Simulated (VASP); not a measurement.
# H6Os (Fm-3m) in VASP: further runs, part 2 of 2

VASP 6.6.1. The steps go on from the part before.

## 3. Single point, PBE

INCAR

```
SYSTEM = H6Os
PREC = Accurate ; ENCUT = 520
EDIFF = 1E-7 ; ISMEAR = 0
SIGMA = 0.1 ; LREAL = .False.
LASPH = .True. ; NELM = 100
ALGO = Normal ; ISIF = 2
LWAVE = .False. ; LCHARG = .True.
GGA = PE ; LELF = .True.
LVHAR = .True. ; NBANDS = 16
```

KPOINTS

```
regular mesh
0
Gamma
  6 6 6
  0 0 0
```

POSCAR

```
H6Os
1.0
    0.0000000000      2.8456003275      2.8456003275
    2.8456003275      0.0000000000      2.8456003275
    2.8456003275      2.8456003275      0.0000000000
H Os
6 1
Direct
    0.6987041670      0.3012958330      0.3012958330
    0.3012958330      0.6987041670      0.6987041670
    0.3012958330      0.6987041670      0.3012958330
    0.6987041670      0.3012958330      0.6987041670
    0.3012958330      0.3012958330      0.6987041670
    0.6987041670      0.6987041670      0.3012958330
    0.0000000000      0.0000000000      0.0000000000
```

Potentials or basis: VASP PAW PBE potentials, release 64 (H, Os).

Launch:

```sh
$ cat potpaw_PBE.64/H/POTCAR potpaw_PBE.64/Os/POTCAR > POTCAR
$ mpirun -np 1 vasp_std > vasp.out
```

OUTCAR:

```text
SYSTEM = H6Os
   PREC = Accurate
   ENCUT = 520
   EDIFF = 1E-7
   ISMEAR = 0
   LREAL = .False.
   LASPH = .True.
   NELM = 100
   ISIF = 2
   GGA = PE

 ion  position               nearest neighbor table
   1  0.699  0.301  0.301-   7 1.71
   2  0.301  0.699  0.699-   7 1.71
   3  0.301  0.699  0.301-   7 1.71
   4  0.699  0.301  0.699-   7 1.71
   5  0.301  0.301  0.699-   7 1.71
   6  0.699  0.699  0.301-   7 1.71
   7  0.000  0.000  0.000-   1 1.71   2 1.71   3 1.71   4 1.71   5 1.71   6 1.71

  LATTYP: Found a face centered cubic cell.
 ALAT       =     5.6912006550

  Lattice vectors:

 A1 = (   0.0000000000,   2.8456003275,   2.8456003275)
 A2 = (   2.8456003275,   0.0000000000,   2.8456003275)
 A3 = (   2.8456003275,   2.8456003275,   0.0000000000)

Analysis of symmetry for initial positions (statically):
=====================================================================
 Subroutine PRICEL returns:
 Original cell was already a primitive cell.

 Routine SETGRP: Setting up the symmetry group for a
 face centered cubic supercell.

 Subroutine GETGRP returns: Found 48 space group operations
 (whereof 48 operations were pure point group operations)
 out of a pool of 48 trial point group operations.

The static configuration has the point symmetry O_h .

Analysis of symmetry for dynamics (positions and initial velocities):
=====================================================================
 Subroutine PRICEL returns:
 Original cell was already a primitive cell.

 Routine SETGRP: Setting up the symmetry group for a
 face centered cubic supercell.

 Subroutine GETGRP returns: Found 48 space group operations
 (whereof 48 operations were pure point group operations)
 out of a pool of 48 trial point group operations.

The dynamic configuration has the point symmetry O_h .

 Subroutine INISYM returns: Found 48 space group operations
 (whereof 48 operations are pure point group operations),
 and found     1 'primitive' translations

----------------------------------------------------------------------------------------

                                     Primitive cell

  volume of cell :      46.0842

  direct lattice vectors                    reciprocal lattice vectors
     0.000000000  2.845600328  2.845600328    -0.175709848  0.175709848  0.175709848
     2.845600328  0.000000000  2.845600328     0.175709848 -0.175709848  0.175709848
     2.845600328  2.845600328  0.000000000     0.175709848  0.175709848 -0.175709848

  length of vectors
     4.024286576  4.024286576  4.024286576     0.304338384  0.304338384  0.304338384

  position of ions in fractional coordinates (direct lattice)
     0.698704167  0.301295833  0.301295833
     0.301295833  0.698704167  0.698704167
     0.301295833  0.698704167  0.301295833
     0.698704167  0.301295833  0.698704167
     0.301295833  0.301295833  0.698704167
     0.698704167  0.698704167  0.301295833
     0.000000000  0.000000000  0.000000000

  ion indices of the primitive-cell ions
   primitive index   ion index
                 1           1
                 2           2
                 3           3
                 4           4
                 5           5
[... 33 lines left out ...]
  0.333333  0.000000  0.000000      8.000000
  0.500000  0.000000  0.000000      4.000000
  0.166667  0.166667  0.000000      6.000000
  0.333333  0.166667  0.000000     24.000000
[... 8 lines left out ...]
 -0.333333  0.333333  0.166667     24.000000
 -0.333333  0.500000  0.166667     12.000000
   k-points           NKPTS =     16   k-points in BZ     NKDIM =     16   number of bands    NBANDS=     16
   number of dos      NEDOS =    301   number of ions     NIONS =      7
   total plane-waves  NPLWV =  27000
   dimension x,y,z NGX =    30 NGY =   30 NGZ =   30
   dimension x,y,z NGXF=    60 NGYF=   60 NGZF=   60
   ions per type =               6   1
   NGX,Y,Z   is equivalent  to a cutoff of  12.39, 12.39, 12.39 a.u.
   NGXF,Y,Z  is equivalent  to a cutoff of  24.79, 24.79, 24.79 a.u.
 SYSTEM =  H6Os
   PREC   = accura    normal or accurate (medium, high low for compatibility)
   ISTART =      0    job   : 0-new  1-cont  2-samecut
   ICHARG =      2    charge: 1-file 2-atom 10-const
   ISPIN  =      1    spin polarized calculation?
   LNONCOLLINEAR =      F non collinear calculations
   LSORBIT =      F    spin-orbit coupling
   LASPH  =      T    aspherical Exc in radial PAW
   ENCUT  =  520.0 eV  38.22 Ry    6.18 a.u.   7.48  7.48  7.48*2*pi/ulx,y,z
   NELM   =    100;   NELMIN=  2; NELMDL= -5     # of ELM steps
   EDIFF  = 0.1E-06   stopping-criterion for ELM
   LREAL  =      F    real-space projection
   EDIFFG = 0.1E-05   stopping-criterion for IOM
   NSW    =      0    number of steps for IOM
   IBRION =     -1    ionic relax: 0-MD 1-quasi-New 2-CG
   NFREE  =      0    steps in history (QN), initial steepest desc. (CG)
   ISIF   =      2    stress and relaxation
   ISYM   =      2    0-nonsym 1-usesym 2-fastsym
   POTIM  = 0.5000    time-step for ionic-motion
   TEBEG  =    0.0;   TEEND  =   0.0 temperature during run
   PSTRESS=    0.0 pullay stress
   NELECT =      14.0000    total number of electrons
   NUPDOWN=      -1.0000    fix difference up-down
   EMIN   =  10.00;   EMAX   =-10.00  energy-range for DOS
   EFERMI =   0.00;   METHOD = LEGACY
   ISMEAR =     0;   SIGMA  =   0.10  broadening in eV -4-tet -1-fermi 0-gaus
   EFERMI_NEDOS =   21; number of points for ismear=-14 and -15
   IALGO  =     38    algorithm
   IMIX   =      4    mixing-type and parameters
     AMIX     =   0.40;   BMIX     =  1.00
     AMIX_MAG =   1.60;   BMIX_MAG =  1.00
  volume/ion in A,a.u.               =       6.58        44.43
  Fermi-wavevector in a.u.,A,eV,Ry     =   1.100526  2.079692 16.478795  1.211157
  Thomas-Fermi vector in A             =   2.236938
   LORBIT       =      0    0 simple, 1 ext, 2 COOP (PROOUT), +10 PAW based schemes
   GGA     = PE    functional components
   LHFCALC =     F    Hartree Fock is set to
   AEXX    =    0.0000 exact exchange contribution
   IVDW    =     0    specifies the selected vdW correction
   LEPSILON=     F    determine dielectric tensor
   LRPA    =     F    only Hartree local field effects (RPA)
 non-spin polarized calculation
 Gauss-broadening in eV      SIGMA  =   0.10
  energy-cutoff  :      520.00
  volume of cell :       46.08
 maximum number of plane-waves:      1258
 NGX is ok and might be reduce to    30
   NGX = 15   NGY = 15   NGZ = 15

 number of electron      13.9999999 magnetization

 Free energy of the ion-electron system (eV)
  ---------------------------------------------------
  ext. energy  EPLUGINS =         0.00000000
  ---------------------------------------------------
  free energy    TOTEN  =       -24.20133545 eV

  energy without entropy =      -24.19494079  energy(sigma->0) =      -24.19813812

 E-fermi :   1.1240     XC(G=0): -10.2450

 val. band max:        1.0937303237   @ k =   0.1667   0.1667   0.0000
 cond. band min:       1.1986464426   @ k =  -0.3333   0.5000   0.1667
 fundamental gap:      0.1049161188
 Fermi energy:         1.1239765591

 k-point     1 :       0.0000    0.0000    0.0000
  band No.  band energies     occupation
      1      -9.2984      2.00000
      2      -2.3863      2.00000
      3      -2.3863      2.00000
      4       0.1586      2.00000
      5       0.1586      2.00000
      6       0.1586      2.00000
[... 281 lines left out ...]
      3      -2.1849      2.00000
      4      -1.7921      2.00000
      5      -1.5814      2.00000
      6       0.4778      2.00000
[... 8 lines left out ...]
     15      16.0772      0.00000
     16      16.4278      0.00000

------------------------ aborting loop because EDIFF is reached ----------------------------------------

  FORCE on cell =-STRESS in cart. coord.  units (eV):
  Direction    XX          YY          ZZ          XY          YZ          ZX
  --------------------------------------------------------------------------------------
  -------------------------------------------------------------------------------------
  Total        0.1312152      0.1312152      0.1312152      0.0000000     -0.0000000     -0.0000000
  in kB        4.5618718      4.5618718      4.5618718      0.0000000     -0.0000000     -0.0000000
  external PRESSURE =       4.5618718 kB  Pullay stress =       0.0000000 kB

 VOLUME and BASIS-vectors are now :
 -----------------------------------------------------------------------------
  energy-cutoff  :      520.00
  volume of cell :       46.08
      direct lattice vectors                 reciprocal lattice vectors
     0.000000000  2.845600328  2.845600328    -0.175709848  0.175709848  0.175709848
     2.845600328  0.000000000  2.845600328     0.175709848 -0.175709848  0.175709848
     2.845600328  2.845600328  0.000000000     0.175709848  0.175709848 -0.175709848

 POSITION                                       TOTAL-FORCE (eV/Angst)
 -----------------------------------------------------------------------------------
      1.71474      2.84560      2.84560         0.070081     -0.000000      0.000000
      3.97647      2.84560      2.84560        -0.070081     -0.000000      0.000000
      2.84560      1.71474      2.84560        -0.000000      0.070081      0.000000
      2.84560      3.97647      2.84560        -0.000000     -0.070081      0.000000
      2.84560      2.84560      1.71474        -0.000000     -0.000000      0.070081
      2.84560      2.84560      3.97647        -0.000000     -0.000000     -0.070081
      0.00000      0.00000      0.00000         0.000000      0.000000      0.000000
 -----------------------------------------------------------------------------------
    total drift:                               -0.000000      0.000000      0.000000

  FREE ENERGIE OF THE ION-ELECTRON SYSTEM (eV)
  ---------------------------------------------------
  free  energy   TOTEN  =       -24.2013354507 eV

  energy  without entropy=      -24.1949407907  energy(sigma->0) =      -24.19813812
```

It took 12 s on 1 thread of Intel Xeon 6975P-C, shared host; peak memory 0.17 GiB.

What came out:

```yaml
Free_energy: -24.2013 eV
Pressure: 0.5 GPa
Largest_force: 0.070 eV/Å
Band_gap_on_the_k_mesh: zero (band 7 reaches 1.09 eV, above the bottom of band 8 at 0.81 eV)
```

Forces in eV/Å, atoms in the order of the input:
```
H    0.070  0.000  0.000
H   -0.070  0.000  0.000
H    0.000  0.070  0.000
H    0.000 -0.070  0.000
H    0.000  0.000  0.070
H    0.000  0.000 -0.070
Os   0.000  0.000  0.000
```

Caveat: spin-orbit coupling is left out, which moves the levels of the heavy elements.

## 4. Single point, PBE

This run uses another cell than the first one, of 14.80 Å³/atom, 2.248 times its volume.

INCAR

```
PREC = Accurate ; ENCUT = 520
EDIFF = 1E-7 ; ISMEAR = 0
SIGMA = 0.1 ; LREAL = False
LASPH = True ; NELM = 60
ALGO = Normal ; ISIF = 2
LWAVE = False ; LCHARG = False
GGA = PE ; NBANDS = 16
```

KPOINTS

```
regular mesh
0
Gamma
  4 4 4
```

POSCAR

```
H6Os
1.0
    0.0000000000      3.7276132400      3.7276132400
    3.7276132400      0.0000000000      3.7276132400
    3.7276132400      3.7276132400      0.0000000000
H Os
6 1
Direct
    0.7500000000      0.2500000000      0.2500000000
    0.2500000000      0.7500000000      0.7500000000
    0.2500000000      0.7500000000      0.2500000000
    0.7500000000      0.2500000000      0.7500000000
    0.2500000000      0.2500000000      0.7500000000
    0.7500000000      0.7500000000      0.2500000000
    0.0000000000      0.0000000000      0.0000000000
```

Launch:

```sh
$ cat potpaw_PBE.64/H/POTCAR potpaw_PBE.64/Os/POTCAR > POTCAR
$ mpirun -np 1 vasp_std > vasp.out
```

It took 22 s on 1 thread of Intel Xeon 6975P-C, shared host; peak memory 0.23 GiB.

The run converged. Its results:

* Free energy: -21.4074 eV
* Pressure: -10.6 GPa
* Band gap on the k mesh: zero (band 7 reaches -3.65 eV, above the bottom of band 8 at -3.70 eV)

Levels at points of the mesh, in eV from the Fermi level:
| k point | band 4 | band 5 | band 6 | band 7 | band 8 | band 9 | band 10 | band 11 |
| --- | --- | --- | --- | --- | --- | --- | --- | --- |
| (0.00, 0.00, 0.00) | -0.14 | -0.14 | -0.14 | 0.04 | 0.04 | 0.04 | 6.19 | 6.79 |
| (0.50, 0.00, 0.00) | -1.99 | -0.10 | -0.05 | -0.05 | 0.40 | 0.40 | 5.51 | 5.51 |
| (0.50, 0.50, 0.00) | -0.96 | -0.41 | -0.41 | -0.22 | 0.03 | 0.03 | 3.57 | 6.97 |

Caveat: the k points lie up to 0.36 Å⁻¹ apart; spin-orbit coupling is left out, which moves the levels of the heavy elements.

## 5. Relaxation of cell and atoms, PBE

INCAR

```
SYSTEM = H6Os
PREC = Accurate
ENCUT = 600
EDIFF = 1E-7
ISMEAR = 0
SIGMA = 0.1
LREAL = .FALSE.
LASPH = .TRUE.
NELM = 80
ALGO = Normal
ISIF = 3
LWAVE = .FALSE.
LCHARG = .FALSE.
GGA = PE
IBRION = 2
NSW = 90
EDIFFG = -0.04
```

KPOINTS

```
Automatic mesh
0
G
  6 6 6
  0 0 0
```

POSCAR

```
H6Os
1.0
    0.0000000000      2.8456003275      2.8456003275
    2.8456003275      0.0000000000      2.8456003275
    2.8456003275      2.8456003275      0.0000000000
H Os
6 1
Direct
    0.6987041670      0.3012958330      0.3012958330
    0.3012958330      0.6987041670      0.6987041670
    0.3012958330      0.6987041670      0.3012958330
    0.6987041670      0.3012958330      0.6987041670
    0.3012958330      0.3012958330      0.6987041670
    0.6987041670      0.6987041670      0.3012958330
    0.0000000000      0.0000000000      0.0000000000
```

Launch:

```sh
$ cat potpaw_PBE.64/H/POTCAR potpaw_PBE.64/Os/POTCAR > POTCAR
$ mpirun -np 1 vasp_std > vasp.out
```

Wall time 16 s (1 thread of Intel Xeon 6975P-C, shared host); peak memory 0.18 GiB.

It converged, with:

- Free energy: -24.2040 eV
- Relaxed volume: 6.61 Å³/atom
- Relaxed cell: a = 4.029 Å, b = 4.029 Å, c = 4.029 Å, α = 60.00°, β = 60.00°, γ = 60.00°
- Space group after relaxing (to 0.05 Å): Fm-3m (No. 225)
- Energy gained by relaxing: 0.1 meV/atom
- Ionic steps: 2
- Pressure after relaxing: -0.1 GPa
- Largest force after relaxing: 0.004 eV/Å
- Band gap on the k mesh: zero (band 7 reaches 1.07 eV, above the bottom of band 8 at 0.77 eV)

Forces on the atoms (eV/Å):
```
H    0.004  0.000  0.000
H   -0.004  0.000  0.000
H    0.000  0.004  0.000
H    0.000 -0.004  0.000
H    0.000  0.000  0.004
H    0.000  0.000 -0.004
Os   0.000  0.000  0.000
```

The path:
```tsv
step	energy change (eV)	largest force (eV/Å)	pressure (GPa)	volume (Å³)
1	0.0000	0.0684	0.63	46.08
2	-0.0010	0.0038	-0.12	46.26
```

Final structure:
```
H Os
1.0
     0.00000    2.84917    2.84917
     2.84917    0.00000    2.84917
     2.84917    2.84917    0.00000
H Os
6 1
Direct
  0.69812 0.30188 0.30188
  0.30188 0.69812 0.69812
  0.30188 0.69812 0.30188
  0.69812 0.30188 0.69812
  0.30188 0.30188 0.69812
  0.69812 0.69812 0.30188
  0.00000 0.00000 0.00000
```

Levels at points of the mesh, in eV from the Fermi level:
```
           k point  band 3  band 4  band 5  band 6  band 7  band 8  band 9  band 10  band 11
(0.00, 0.00, 0.00)   -3.47   -0.96   -0.96   -0.96   -0.33   -0.33   -0.33     5.17    11.07
(0.50, 0.00, 0.00)   -4.68   -4.68   -0.27   -0.25   -0.25    2.53    2.53     5.76     6.74
(0.50, 0.50, 0.00)   -3.06   -2.78   -1.69   -1.69   -1.65    0.17    0.17     2.73    10.18
```

Caveat: spin-orbit coupling is left out, which moves the levels of the heavy elements.

## 6. Relaxation of cell and atoms, PBE

This run uses another cell than the first one, of 14.80 Å³/atom, 2.248 times its volume.

INCAR

```
PREC = Accurate ; ENCUT = 600
EDIFF = 1E-7 ; ISMEAR = 0
SIGMA = 0.1 ; LREAL = False
LASPH = True ; NELM = 80
ALGO = Normal ; ISIF = 3
LWAVE = False ; LCHARG = False
GGA = PE ; IBRION = 2
NSW = 90 ; EDIFFG = -0.04
```

KPOINTS

```
regular mesh
0
Gamma
  4 4 4
```

POSCAR

```
H6Os
1.0
    0.0000000000      3.7276132400      3.7276132400
    3.7276132400      0.0000000000      3.7276132400
    3.7276132400      3.7276132400      0.0000000000
H Os
6 1
Direct
    0.7500000000      0.2500000000      0.2500000000
    0.2500000000      0.7500000000      0.7500000000
    0.2500000000      0.7500000000      0.2500000000
    0.7500000000      0.2500000000      0.7500000000
    0.2500000000      0.2500000000      0.7500000000
    0.7500000000      0.7500000000      0.2500000000
    0.0000000000      0.0000000000      0.0000000000
```

Potentials or basis: VASP PAW PBE potentials, release 64 (H, Os).

Launch:

```sh
$ cat potpaw_PBE.64/H/POTCAR potpaw_PBE.64/Os/POTCAR > POTCAR
$ mpirun -np 1 vasp_std > vasp.out
```

Wall time 3.6 min (1 thread of Intel Xeon 6975P-C, shared host); peak memory 0.3 GiB.

It converged, with:

```
Free energy                            : -24.1031 eV
Relaxed volume                         : 6.58 Å³/atom
Relaxed cell                           : a = 4.023 Å, b = 4.023 Å, c = 4.023 Å, α = 60.00°, β = 60.00°, γ = 60.00°
Space group after relaxing (to 0.05 Å) : Fm-3m (No. 225)
Energy gained by relaxing              : 384.8 meV/atom
Ionic steps                            : 16
Pressure after relaxing                : -0.2 GPa
Band gap on the k mesh                 : zero (band 7 reaches 1.19 eV, above the bottom of band 8 at 0.79 eV)
```

The path:
| step | energy change (eV) | largest force (eV/Å) | pressure (GPa) | volume (Å³) |
| --- | --- | --- | --- | --- |
| 1 | 0.0000 | 1.0778 | -10.53 | 103.59 |
| 2 | -0.8256 | 0.2247 | -3.99 | 89.69 |
| 3 | -0.8494 | 0.5377 | -2.25 | 87.47 |
| 4 | -0.9715 | 0.5473 | -2.56 | 84.13 |
| 5 | -1.3680 | 0.6031 | -3.16 | 74.64 |
| 6 | -2.1840 | 0.7691 | -1.37 | 57.86 |
| 7 | -0.8926 | 0.1860 | 58.50 | 32.23 |
| 8 | -2.1590 | 1.5269 | 8.13 | 51.32 |
| 9 | -2.1989 | 1.5171 | 22.45 | 41.04 |
| 10 | -2.2338 | 1.3675 | 22.36 | 40.63 |
| 11 | -2.2823 | 0.9150 | 22.59 | 39.41 |
| 12 | -2.3287 | 0.8538 | 20.98 | 39.75 |
| 13 | -2.4496 | 0.6779 | 16.47 | 40.77 |
| 14 | -2.6143 | 0.3585 | 8.65 | 42.86 |
| 15 | -2.6813 | 0.1661 | -2.89 | 47.26 |
| 16 | -2.6937 | 0.0383 | -0.24 | 46.04 |

Final structure:
```
H Os
1.0
     0.00000    2.84477    2.84477
     2.84477    0.00000    2.84477
     2.84477    2.84477    0.00000
H Os
6 1
Direct
  0.69721 0.30279 0.30279
  0.30279 0.69721 0.69721
  0.30279 0.69721 0.30279
  0.69721 0.30279 0.69721
  0.30279 0.30279 0.69721
  0.69721 0.69721 0.30279
  0.00000 0.00000 0.00000
```

Levels at points of the mesh, in eV from the Fermi level:
| k point | band 3 | band 4 | band 5 | band 6 | band 7 | band 8 | band 9 | band 10 | band 11 |
| --- | --- | --- | --- | --- | --- | --- | --- | --- | --- |
| (0.00, 0.00, 0.00) | -3.38 | -0.88 | -0.88 | -0.88 | -0.32 | -0.32 | -0.32 | 5.12 | 11.93 |
| (0.50, 0.00, 0.00) | -4.63 | -4.63 | -0.17 | -0.15 | -0.15 | 2.61 | 2.61 | 5.76 | 6.77 |
| (0.50, 0.50, 0.00) | -2.96 | -2.69 | -1.68 | -1.68 | -1.58 | 0.28 | 0.28 | 2.76 | 10.25 |

Caveat: the k points lie up to 0.48 Å⁻¹ apart in the final cell; the volume moved by over 15 % at a fixed basis, so the end points are rough; spin-orbit coupling is left out, which moves the levels of the heavy elements.

## 7. The runs side by side

| task | cell | k mesh | cutoff (eV) | gap on the mesh (eV) | pressure (GPa) | relaxed volume (Å³/atom) | largest force (eV/Å) |
| --- | --- | --- | --- | --- | --- | --- | --- |
| single point | a = 4.024 Å, angles 60.0°, 7 atoms | 4 × 4 × 4 | 520 | none | 0.3 | - | 0.07 |
| single point | a = 4.024 Å, angles 60.0°, 7 atoms | 6 × 6 × 6 | 520 | none | 0.5 | - | 0.07 |
| single point | a = 5.272 Å, angles 60.0°, 7 atoms | 4 × 4 × 4 | 520 | none | -10.6 | - | - |
| relaxation of cell and atoms | relaxed from a = 4.024 Å, angles 60.0°, 7 atoms | 6 × 6 × 6 | 600 | none | -0.1 | 6.61 | - |
| relaxation of cell and atoms | relaxed from a = 5.272 Å, angles 60.0°, 7 atoms | 4 × 4 × 4 | 600 | none | -0.2 | 6.58 | - |

Alike in all rows: level PBE; potentials or basis VASP PAW PBE potentials, release 64 (H, Os); no spin polarisation; smearing gaussian 0.1 eV.

Caveats: some runs use coarse meshes; spin-orbit coupling is left out, which moves the levels of the heavy elements; the volume moved by over 15 % at a fixed basis, so the end points are rough (some runs).

Total energies depend on the potentials used, so only differences within one code and one set of settings carry meaning.
